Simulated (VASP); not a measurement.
# ZrB2: relaxation of cell and atoms with BLYP+D4

Crystal: ZrB2.

```
Zr B
1.0
     3.17000    0.00000    0.00000
    -1.58500    2.74530    0.00000
     0.00000    0.00000    3.53300
Zr B
1 2
Direct
  0.00000 0.00000 0.00000
  0.66667 0.33333 0.50000
  0.33333 0.66667 0.50000
```

* Program: VASP 6.6.1
* Task: relaxation of cell and atoms
* Functional: BLYP
* Dispersion: D4
* Potentials or basis: VASP PAW PBE potentials, release 64 (Zr_sv, B)
* Cutoff: 600 eV
* k mesh: 10 × 10 × 8
* Occupations: fermi-dirac, width 0.05 eV
* Spin: no spin polarisation
* Dipole correction: no
* Further INCAR settings: ALGO = Normal; EDIFF = 1e-06; IBRION = 2; EDIFFG = -0.01; NSW = 60; ISIF = 3

* Relaxed volume: 10.10 Å³/atom
* Relaxed cell: a = 3.149 Å, b = 3.149 Å, c = 3.528 Å, α = 90.00°, β = 90.00°, γ = 120.00°
* Space group after relaxing (to 0.1 Å): P6/mmm (No. 191)
* Energy gained by relaxing: 1.8 meV/atom
* Ionic steps: 5
* Pressure after relaxing: 0.1 GPa
* Band gap on the k mesh: zero (bands 9 and 10 overlap by 0.89 eV)
* Dispersion energy per atom: -0.604 eV

The path:
| step | energy change (eV) | largest force (eV/Å) | pressure (GPa) | volume (Å³) |
| --- | --- | --- | --- | --- |
| 1 | 0.0000 | 0.0000 | -3.41 | 30.75 |
| 2 | 0.0018 | 0.0000 | 4.37 | 29.79 |
| 3 | -0.0053 | 0.0000 | 0.09 | 30.30 |
| 4 | -0.0053 | 0.0000 | 0.13 | 30.29 |
| 5 | -0.0054 | 0.0000 | 0.08 | 30.30 |

Final structure:
```yaml
crystal:
  lattice:
    - [3.14940, 0.00000, 0.00000]
    - [-1.57470, 2.72746, 0.00000]
    - [0.00000, 0.00000, 3.52797]
  atoms:
    - { symbol: Zr, position: [0.00000, 0.00000, 0.00000] }
    - { symbol: B, position: [0.66667, 0.33333, 0.50000] }
    - { symbol: B, position: [0.33333, 0.66667, 0.50000] }
```

Levels at points of the mesh, in eV from the Fermi level:
| k point | band 7 | band 8 | band 9 | band 10 | band 11 | band 12 |
| --- | --- | --- | --- | --- | --- | --- |
| (0.00, 0.00, 0.00) | -2.59 | -2.43 | -2.29 | 3.45 | 3.45 | 4.11 |
| (0.50, 0.00, 0.00) | -3.89 | -3.01 | -2.55 | 2.30 | 2.36 | 4.94 |
| (0.00, 0.00, 0.50) | -0.96 | -0.96 | 0.48 | 0.48 | 0.82 | 0.82 |
| (0.50, 0.00, 0.50) | -4.56 | -4.03 | -1.81 | 3.74 | 4.40 | 5.29 |

Run time: 71 s on 1 thread of Intel(R) Xeon(R) Platinum 8559C (Emerald Rapids), on a shared host, peak memory 0.18 GiB.

Caveat: the PAW data sets were made with another functional, which shifts forces and pressure a little.
